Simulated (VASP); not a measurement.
Write the native input for VASP 6.6.1 that does the following.

| Item | Value |
| --- | --- |
| Task | single point |
| Functional | PBEsol |
| Dispersion | D3(BJ) |
| Potentials or basis | VASP PAW PBE potentials, release 64 (C) |
| Cutoff | 520 eV |
| k mesh | 18 × 18 × 2 |
| Occupations | gaussian, width 0.15 eV |
| Spin | no spin polarisation |
| Dipole correction | no |
| Further INCAR settings | ALGO = Normal; EDIFF = 1e-06; NBANDS = 16 |

The structure of C lies in POSCAR:

```
C
1.0
    2.4583439063      0.0000000000      0.0000000000
   -1.2291719532      2.1289882741      0.0000000000
    0.0000000000      0.0000000000     24.0817809976
C
4
Direct
    0.0000000000      0.0000000000      0.5692472725
    0.0000000000      0.0000000000      0.4307527275
    0.3333333333      0.6666666667      0.4307319445
    0.6666666667      0.3333333333      0.5692680555
```

These files were run (other wordings do the same):

INCAR

```
ALGO     = Normal         # electronic algorithm
EDIFF    = 1E-6           # SCF threshold, eV
ENCUT    = 520            # plane-wave cutoff, eV
GGA      = PS             # functional
ISIF     = 2              # what is computed and relaxed
ISMEAR   = 0              # smearing method
IVDW     = 12             # dispersion correction
LASPH    = True           # aspherical terms in the spheres
LCHARG   = False          # write CHGCAR
LREAL    = False          # projectors in reciprocal space
LWAVE    = False          # write WAVECAR
NBANDS   = 16             # bands
NELM     = 80             # most SCF steps
PREC     = Accurate       # precision mode
SIGMA    = 0.15           # smearing width, eV
```

KPOINTS

```
k-points
0
Gamma
  18 18 2
```

Potentials or basis: VASP PAW PBE potentials, release 64 (C).

Run with:

```bash
$ cat potpaw_PBE.64/C/POTCAR > POTCAR
$ mpirun -np 1 vasp_std > vasp.out
```

Results of the run:

- Band gap on the k mesh: zero (filled and empty bands touch)
- Dispersion energy per atom: -0.077 eV

Wall time 4.9 min on 1 thread of AMD EPYC 7R13 (shared host), peak memory 0.26 GiB.
